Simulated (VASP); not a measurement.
# ScGaTeSe2 in VASP: further runs

The runs below take ScGaTeSe2 through relaxation of cell and atoms, single point, with PBE.

All numbers are computed with VASP 6.6.1; they aren't measurements. Logs are shortened: lines on timing, memory, paths and dates and some standing lists are left out, and cuts for length are marked.

### 1 The cell of the first run

The structure is tetragonal, space group P4/mmm (No. 123). The conventional cell has a = 4.032 Å, b = 4.032 Å, c = 10.181 Å, α = 90.00°, β = 90.00°, γ = 90.00°. Within 3.2 Å of Sc (site symmetry 4/mmm) lie 2 Se at 2.46 Å and 4 Ga at 2.85 Å. Within 3.8 Å of Ga (site symmetry 4/mmm) lie 4 Sc at 2.85 Å and 8 Se at 3.76 Å. Te (site symmetry 4/mmm) has 2 Se at 2.63 Å within 3.5 Å. Within 3.2 Å of Se (site symmetry 4mm) lie 1 Sc at 2.46 Å and 1 Te at 2.63 Å.

The cell was built from a structure type or drawn by symmetry, and may not be a known phase.

### 2 Relaxation of cell and atoms, PBE

Input file INCAR:

```
ALGO     = Normal         # electronic algorithm
EDIFF    = 1E-6           # SCF threshold, eV
EDIFFG   = -0.01          # ionic threshold
ENCUT    = 600            # plane-wave cutoff, eV
GGA      = PE             # functional
IBRION   = 2              # ionic algorithm
ISIF     = 3              # what is computed and relaxed
ISMEAR   = 0              # smearing method
LASPH    = T              # aspherical terms in the spheres
LCHARG   = F              # write CHGCAR
LREAL    = F              # projectors in reciprocal space
LWAVE    = F              # write WAVECAR
NELM     = 80             # most SCF steps
NSW      = 100            # ionic steps
PREC     = Accurate       # precision mode
SIGMA    = 0.1            # smearing width, eV
```

Input file KPOINTS:

```
k-points
0
Gamma
  10 10 4
```

Input file POSCAR:

```
ScGaTeSe2
1.0
    4.0320783164      0.0000000000      0.0000000000
    0.0000000000      4.0320783164      0.0000000000
    0.0000000000      0.0000000000     10.1811369316
Sc Ga Te Se
1 1 1 2
Direct
    0.5000000000      0.5000000000      0.5000000000
    0.0000000000      0.0000000000      0.5000000000
    0.5000000000      0.5000000000      0.0000000000
    0.5000000000      0.5000000000      0.2587117870
    0.5000000000      0.5000000000      0.7412882130
```

Potentials or basis: VASP PAW PBE potentials, release 64 (Sc_sv, Ga_d, Te, Se).

Started as:

```bash
$ cat potpaw_PBE.64/Sc_sv/POTCAR potpaw_PBE.64/Ga_d/POTCAR potpaw_PBE.64/Te/POTCAR potpaw_PBE.64/Se/POTCAR > POTCAR
$ mpirun -np 1 vasp_std > vasp.out
```

OUTCAR:

```text
EDIFF = 1E-6
   EDIFFG = -0.01
   ENCUT = 600
   GGA = PE
   IBRION = 2
   ISIF = 3
   ISMEAR = 0
   LASPH = T
   LREAL = F
   NELM = 80
   NSW = 100
   PREC = Accurate

 ion  position               nearest neighbor table
   1  0.500  0.500  0.500-   4 2.46   5 2.46   2 2.85   2 2.85   2 2.85   2 2.85
   2  0.000  0.000  0.500-   1 2.85   1 2.85   1 2.85   1 2.85
   3  0.500  0.500  0.000-   4 2.63   5 2.63
   4  0.500  0.500  0.259-   1 2.46   3 2.63
   5  0.500  0.500  0.741-   1 2.46   3 2.63

  LATTYP: Found a simple tetragonal cell.
 ALAT       =     4.0320783164
 C/A-ratio  =     2.5250345188

  Lattice vectors:

 A1 = (   4.0320783164,   0.0000000000,   0.0000000000)
 A2 = (   0.0000000000,   4.0320783164,   0.0000000000)
 A3 = (   0.0000000000,   0.0000000000,  10.1811369316)

Analysis of symmetry for initial positions (statically):
=====================================================================
 Subroutine PRICEL returns:
 Original cell was already a primitive cell.

 Routine SETGRP: Setting up the symmetry group for a
 simple tetragonal supercell.

 Subroutine GETGRP returns: Found 16 space group operations
 (whereof 16 operations were pure point group operations)
 out of a pool of 16 trial point group operations.

The static configuration has the point symmetry D_4h.

Analysis of symmetry for dynamics (positions and initial velocities):
=====================================================================
 Subroutine PRICEL returns:
 Original cell was already a primitive cell.

 Routine SETGRP: Setting up the symmetry group for a
 simple tetragonal supercell.

 Subroutine GETGRP returns: Found 16 space group operations
 (whereof 16 operations were pure point group operations)
 out of a pool of 16 trial point group operations.

The dynamic configuration has the point symmetry D_4h.

 Subroutine INISYM returns: Found 16 space group operations
 (whereof 16 operations are pure point group operations),
 and found     1 'primitive' translations

----------------------------------------------------------------------------------------

                                     Primitive cell

  volume of cell :     165.5214

  direct lattice vectors                    reciprocal lattice vectors
     4.032078316  0.000000000  0.000000000     0.248011056  0.000000000  0.000000000
     0.000000000  4.032078316  0.000000000     0.000000000  0.248011056  0.000000000
     0.000000000  0.000000000 10.181136932     0.000000000  0.000000000  0.098220858

  length of vectors
     4.032078316  4.032078316 10.181136932     0.248011056  0.248011056  0.098220858

  position of ions in fractional coordinates (direct lattice)
     0.500000000  0.500000000  0.500000000
     0.000000000  0.000000000  0.500000000
     0.500000000  0.500000000  0.000000000
     0.500000000  0.500000000  0.258711787
     0.500000000  0.500000000  0.741288213

  ion indices of the primitive-cell ions
   primitive index   ion index
                 1           1
                 2           2
                 3           3
                 4           4
                 5           5

----------------------------------------------------------------------------------------

 KPOINTS: k-points

Automatic generation of k-mesh.
 Grid dimensions read from file:
 generate k-points for:   10   10    4

 Generating k-lattice:

  Cartesian coordinates                     Fractional coordinates (reciprocal lattice)
     0.024801106  0.000000000  0.000000000     0.100000000  0.000000000  0.000000000
     0.000000000  0.024801106  0.000000000     0.000000000  0.100000000  0.000000000
     0.000000000  0.000000000  0.024555214     0.000000000  0.000000000  0.250000000

  Length of vectors
     0.024801106  0.024801106  0.024555214

  Shift w.r.t. Gamma in fractional coordinates (k-lattice)
     0.000000000  0.000000000  0.000000000

 Subroutine IBZKPT returns following result:
 ===========================================

 Found     63 irreducible k-points:

 Following reciprocal coordinates:
            Coordinates               Weight
  0.000000  0.000000  0.000000      1.000000
  0.100000  0.000000  0.000000      4.000000
  0.200000  0.000000  0.000000      4.000000
  0.300000  0.000000  0.000000      4.000000
  0.400000  0.000000  0.000000      4.000000
  0.500000  0.000000  0.000000      2.000000
[... 16 lines left out ...]
  0.100000  0.000000  0.250000      8.000000
  0.200000  0.000000  0.250000      8.000000
 [... further k-points ...]
   k-points           NKPTS =     63   k-points in BZ     NKDIM =     63   number of bands    NBANDS=     25
   number of dos      NEDOS =    301   number of ions     NIONS =      5
   total plane-waves  NPLWV =  86016
   dimension x,y,z NGX =    32 NGY =   32 NGZ =   84
   dimension x,y,z NGXF=    64 NGYF=   64 NGZF=  168
   ions per type =               1   1   1   2
   NGX,Y,Z   is equivalent  to a cutoff of  13.19, 13.19, 13.72 a.u.
[... 58 lines left out ...]
  free energy    TOTEN  =       -19.54885572 eV

  energy without entropy =      -19.53434120  energy(sigma->0) =      -19.54159846

------------------------ aborting loop because EDIFF is reached ----------------------------------------

  FORCE on cell =-STRESS in cart. coord.  units (eV):
  Direction    XX          YY          ZZ          XY          YZ          ZX
  --------------------------------------------------------------------------------------
  -------------------------------------------------------------------------------------
  Total       -0.1621373     -0.1621373      0.8281277      0.0000000      0.0000000      0.0000000
  in kB       -1.5694209     -1.5694209      8.0159261      0.0000000      0.0000000      0.0000000
  external PRESSURE =       1.6256948 kB  Pullay stress =       0.0000000 kB

 VOLUME and BASIS-vectors are now :
 -----------------------------------------------------------------------------
  energy-cutoff  :      600.00
  volume of cell :      165.52
      direct lattice vectors                 reciprocal lattice vectors
     4.032078316  0.000000000  0.000000000     0.248011056  0.000000000  0.000000000
     0.000000000  4.032078316  0.000000000     0.000000000  0.248011056  0.000000000
     0.000000000  0.000000000 10.181136932     0.000000000  0.000000000  0.098220858
[... 157 lines left out ...]
 POSITION                                       TOTAL-FORCE (eV/Angst)
 -----------------------------------------------------------------------------------
      2.01222      2.01222      5.10843         0.000000      0.000000      0.000000
      0.00000      0.00000      5.10843         0.000000      0.000000      0.000000
      2.01222      2.01222     10.21686         0.000000      0.000000      0.000000
      2.01222      2.01222      2.64437         0.000000      0.000000      0.007367
      2.01222      2.01222      7.57248        -0.000000     -0.000000     -0.007367
 -----------------------------------------------------------------------------------
    total drift:                                0.000000     -0.000000     -0.000000

  FREE ENERGIE OF THE ION-ELECTRON SYSTEM (eV)
  ---------------------------------------------------
  free  energy   TOTEN  =       -19.5506561582 eV

  energy  without entropy=      -19.5362111490  energy(sigma->0) =      -19.54343365

--------------------------------------- Ionic step        6  -------------------------------------------

 number of electron      41.9999999 magnetization

 Free energy of the ion-electron system (eV)
  ---------------------------------------------------
  ext. energy  EPLUGINS =         0.00000000
  ---------------------------------------------------
  free energy    TOTEN  =       -19.55072965 eV

  energy without entropy =      -19.53634410  energy(sigma->0) =      -19.54353688

 E-fermi :   1.9026     XC(G=0):  -8.2454

 val. band max:        1.8583248544   @ k =   0.3000   0.3000   0.0000
 cond. band min:       1.9085933952   @ k =   0.5000   0.0000   0.0000
 fundamental gap:      0.0502685409
 Fermi energy:         1.9026463593

 k-point     1 :       0.0000    0.0000    0.0000
  band No.  band energies     occupation
      1     -47.4384      2.00000
      2     -26.1521      2.00000
      3     -26.1521      2.00000
      4     -26.0478      2.00000
      5     -13.0630      2.00000
      6     -13.0304      2.00000
[... 17 lines left out ...]
     24       3.9232      0.00000
     25       4.6656      0.00000
[... 621 lines left out ...]
      3     -26.1518      2.00000
      4     -26.0470      2.00000
      5     -13.0586      2.00000
      6     -13.0260      2.00000
[... 17 lines left out ...]
     24       3.6360      0.00000
     25       4.0313      0.00000

 [... further k-points ...]

------------------------ aborting loop because EDIFF is reached ----------------------------------------

  FORCE on cell =-STRESS in cart. coord.  units (eV):
  Direction    XX          YY          ZZ          XY          YZ          ZX
  --------------------------------------------------------------------------------------
  -------------------------------------------------------------------------------------
  Total       -0.0039112     -0.0039112     -0.0244257      0.0000000      0.0000000      0.0000000
  in kB       -0.0379577     -0.0379577     -0.2370504      0.0000000      0.0000000      0.0000000
  external PRESSURE =      -0.1043219 kB  Pullay stress =       0.0000000 kB

 VOLUME and BASIS-vectors are now :
 -----------------------------------------------------------------------------
  energy-cutoff  :      600.00
  volume of cell :      165.09
      direct lattice vectors                 reciprocal lattice vectors
     4.019898853  0.000000000  0.000000000     0.248762478  0.000000000  0.000000000
     0.000000000  4.019898853  0.000000000     0.000000000  0.248762478 -0.000000000
     0.000000000  0.000000000 10.216150083     0.000000000 -0.000000000  0.097884232

 POSITION                                       TOTAL-FORCE (eV/Angst)
 -----------------------------------------------------------------------------------
      2.00995      2.00995      5.10808         0.000000     -0.000000      0.000000
      0.00000      0.00000      5.10808         0.000000      0.000000      0.000000
      2.00995      2.00995      0.00000         0.000000      0.000000      0.000000
      2.00995      2.00995      2.64501         0.000000     -0.000000     -0.004978
      2.00995      2.00995      7.57114         0.000000      0.000000      0.004978
 -----------------------------------------------------------------------------------
    total drift:                                0.000000     -0.000000      0.000000

  FREE ENERGIE OF THE ION-ELECTRON SYSTEM (eV)
  ---------------------------------------------------
  free  energy   TOTEN  =       -19.5507296548 eV

  energy  without entropy=      -19.5363441000  energy(sigma->0) =      -19.54353688

 reached required accuracy - stopping structural energy minimisation
```

It took 31 min on 1 thread of Intel Xeon 8259CL, shared host; peak memory 0.6 GiB.

Results:

| Property | Result |
| --- | --- |
| Free energy | -19.5507 eV |
| Relaxed volume | 33.02 Å³/atom |
| Relaxed cell | a = 4.020 Å, b = 4.020 Å, c = 10.216 Å, α = 90.00°, β = 90.00°, γ = 90.00° |
| Space group after relaxing (to 0.1 Å) | P4/mmm (No. 123) |
| Energy gained by relaxing | 0.4 meV/atom |
| Ionic steps | 6 |
| Pressure after relaxing | 0.0 GPa |
| Largest force after relaxing | 0.005 eV/Å |
| Band gap on the k mesh | zero (bands 21 and 22 overlap by 1.33 eV) |

Forces in eV/Å, atoms in the order of the input:
```
Sc   0.000  0.000  0.000
Ga   0.000  0.000  0.000
Te   0.000  0.000  0.000
Se   0.000  0.000 -0.005
Se   0.000  0.000  0.005
```

The path:
```csv
step,energy change (eV),largest force (eV/Å),pressure (GPa),volume (Å³)
1,0.0000,0.0129,0.16,165.52
2,0.0009,0.0296,-0.42,166.32
3,-0.0016,0.0196,-0.08,165.87
4,-0.0016,0.0196,-0.10,165.88
5,-0.0018,0.0074,-0.06,165.47
6,-0.0019,0.0050,-0.01,165.09
```

Final structure:
```
Sc Ga Te Se
1.0
     4.01990    0.00000    0.00000
     0.00000    4.01990    0.00000
     0.00000    0.00000   10.21615
Sc Ga Te Se
1 1 1 2
Direct
  0.50000 0.50000 0.50000
  0.00000 0.00000 0.50000
  0.50000 0.50000 0.00000
  0.50000 0.50000 0.25890
  0.50000 0.50000 0.74110
```

Caveat: spin-orbit coupling is left out, which moves the levels of the heavy elements.

### 3 Single point, PBE

Input file INCAR:

```
SYSTEM = ScGaTeSe2
  PREC = Accurate
  ENCUT = 520
  EDIFF = 1E-6
  ISMEAR = 0
  SIGMA = 0.1
  LREAL = .FALSE.
  LASPH = .TRUE.
  NELM = 100
  ALGO = Normal
  ISIF = 2
  LWAVE = .FALSE.
  LCHARG = .TRUE.
  GGA = PE
  LELF = .TRUE.
  LVHAR = .TRUE.
  NBANDS = 29
```

Input file KPOINTS:

```
regular mesh
0
G
  4 4 2
  0 0 0
```

Edit POSCAR of step 2 so:

```diff
@@ -2,4 +2,4 @@
 1.0
-    4.0320783164      0.0000000000      0.0000000000
-    0.0000000000      4.0320783164      0.0000000000
+    2.8506131253     -2.8516066277      0.0000000000
+    2.8506131253      2.8516066277      0.0000000000
     0.0000000000      0.0000000000     10.1811369316
```

Potentials or basis: VASP PAW PBE potentials, release 64 (Sc_sv, Ga_d, Te, Se).

Started as:

```bash
$ cat potpaw_PBE.64/Sc_sv/POTCAR potpaw_PBE.64/Ga_d/POTCAR potpaw_PBE.64/Te/POTCAR potpaw_PBE.64/Se/POTCAR > POTCAR
$ mpirun -np 1 vasp_std > vasp.out
```

It took 60 s on 1 thread of Intel Xeon Platinum 8488C (Sapphire Rapids), shared host; peak memory 0.3 GiB.

The run converged. Its results:

```yaml
Free_energy: -19.5583 eV
Pressure: 0.1 GPa
Largest_force: 0.036 eV/Å
Band_gap_on_the_k_mesh: zero (bands 21 and 22 overlap by 1.16 eV)
```

Forces in eV/Å, atoms in the order of the input:
```
Sc   0.000  0.000  0.000
Ga   0.000  0.000  0.000
Te   0.000  0.000  0.000
Se   0.000  0.000 -0.036
Se   0.000  0.000  0.036
```

Stress tensor (GPa, compression positive):
```
0.03 0.00 0.00
0.00 0.02 0.00
0.00 0.00 0.32
```

Levels at points of the mesh, in eV from the Fermi level:
```tsv
k point	band 18	band 19	band 20	band 21	band 22	band 23	band 24	band 25
(0.00, 0.00, 0.00)	-0.89	-0.89	0.69	0.77	0.77	1.28	2.15	2.89
(0.50, 0.00, 0.00)	-1.26	-0.89	-0.69	-0.62	0.16	1.17	1.51	2.76
(0.50, 0.50, 0.00)	-2.22	-1.83	-1.38	-1.38	0.85	0.85	2.23	2.23
(0.00, 0.00, 0.50)	-0.63	-0.63	0.55	0.55	0.70	1.89	2.14	2.15
(0.50, 0.00, 0.50)	-1.68	-1.09	-0.87	-0.31	0.16	0.81	2.05	2.06
(0.50, 0.50, 0.50)	-2.39	-1.07	-1.07	-0.59	0.39	0.40	2.19	2.20
```

Caveat: the k points lie up to 0.39 Å⁻¹ apart, too coarse for converged energies and pressures of a metal; spin-orbit coupling is left out, which moves the levels of the heavy elements.

### 4 Single point, PBE

This run uses another cell than the first one, of 32.99 Å³/atom.

Input file INCAR:

```
SYSTEM = ScGaTeSe2
PREC     = Accurate       ! precision mode
ENCUT    = 520            ! plane-wave cutoff, eV
EDIFF    = 1E-6           ! SCF threshold, eV
ISMEAR   = 0              ! smearing method
SIGMA    = 0.1            ! smearing width, eV
LREAL    = .FALSE.        ! projectors in reciprocal space
LASPH    = .TRUE.         ! aspherical terms in the spheres
NELM     = 60             ! most SCF steps
ALGO     = Normal         ! electronic algorithm
ISIF     = 2              ! what is computed and relaxed
LWAVE    = .FALSE.        ! write WAVECAR
LCHARG   = .FALSE.        ! write CHGCAR
GGA      = PE             ! functional
NBANDS   = 29             ! bands
```

Input file KPOINTS:

```
Automatic mesh
0
G
  10 10 4
  0 0 0
```

Input file POSCAR:

```
ScGaTeSe2
1.0
    4.0189283269      0.0000000000      0.0000000000
    0.0000000000      4.0189283269      0.0000000000
    0.0000000000      0.0000000000     10.2111091772
Sc Ga Te Se
1 1 1 2
Direct
    0.5000000000      0.5000000000      0.5000000000
    0.0000000000      0.0000000000      0.5000000000
    0.5000000000      0.5000000000      0.0000000000
    0.5000000000      0.5000000000      0.2591139987
    0.5000000000      0.5000000000      0.7408860013
```

Started as:

```bash
$ cat potpaw_PBE.64/Sc_sv/POTCAR potpaw_PBE.64/Ga_d/POTCAR potpaw_PBE.64/Te/POTCAR potpaw_PBE.64/Se/POTCAR > POTCAR
$ mpirun -np 1 vasp_std > vasp.out
```

It took 4.3 min on 1 thread of Intel Xeon Platinum 8488C (Sapphire Rapids), shared host; peak memory 0.5 GiB.

It converged, with:

* Free energy: -19.5505 eV
* Pressure: 0.0 GPa
* Largest force: 0.037 eV/Å
* Band gap on the k mesh: zero (bands 21 and 22 overlap by 1.33 eV)

Forces on the atoms (eV/Å):
```
Sc   0.000  0.000  0.000
Ga   0.000  0.000  0.000
Te   0.000  0.000  0.000
Se   0.000  0.000 -0.037
Se   0.000  0.000  0.037
```

Stress tensor (GPa, compression positive):
```
0.01 0.00 0.00
0.00 0.01 0.00
0.00 0.00 0.12
```

Levels at points of the mesh, in eV from the Fermi level:
```tsv
k point	band 17	band 18	band 19	band 20	band 21	band 22	band 23	band 24	band 25	band 26
(0.00, 0.00, 0.00)	-1.28	-0.99	-0.99	0.55	0.64	0.64	1.12	2.02	2.77	2.77
(0.50, 0.00, 0.00)	-2.81	-1.41	-0.98	-0.79	-0.78	0.01	1.04	1.36	2.65	2.85
(0.50, 0.50, 0.00)	-2.35	-2.35	-1.98	-1.53	-1.53	0.70	0.70	2.09	2.09	2.10
(0.00, 0.00, 0.50)	-1.41	-0.73	-0.73	0.42	0.42	0.55	1.71	2.01	2.02	2.85
(0.50, 0.00, 0.50)	-1.85	-1.81	-1.18	-1.03	-0.40	0.01	0.69	1.89	1.89	2.68
(0.50, 0.50, 0.50)	-2.52	-2.52	-1.22	-1.22	-0.74	0.25	0.25	2.02	2.07	2.46
```

Caveat: spin-orbit coupling is left out, which moves the levels of the heavy elements.

### 5 Summary

| task | cell | k mesh | cutoff (eV) | gap on the mesh (eV) | pressure (GPa) | largest force (eV/Å) |
| --- | --- | --- | --- | --- | --- | --- |
| relaxation of cell and atoms | relaxed from a = 4.032, b = 4.032, c = 10.181 Å, 5 atoms | 10 × 10 × 4 | 600 | none | 0.0 | - |
| single point | a = 4.032, b = 4.032, c = 10.181 Å, 5 atoms | 4 × 4 × 2 | 520 | none | 0.1 | 0.04 |
| single point | a = 4.019, b = 4.019, c = 10.211 Å, 5 atoms | 10 × 10 × 4 | 520 | none | 0.0 | 0.04 |

Alike in all rows: level PBE; potentials or basis VASP PAW PBE potentials, release 64 (Sc_sv, Ga_d, Te, Se); no spin polarisation; smearing gaussian 0.1 eV.

Caveats: some runs use coarse meshes; spin-orbit coupling is left out, which moves the levels of the heavy elements.

Absolute energies hang on the potentials; compare differences alone.
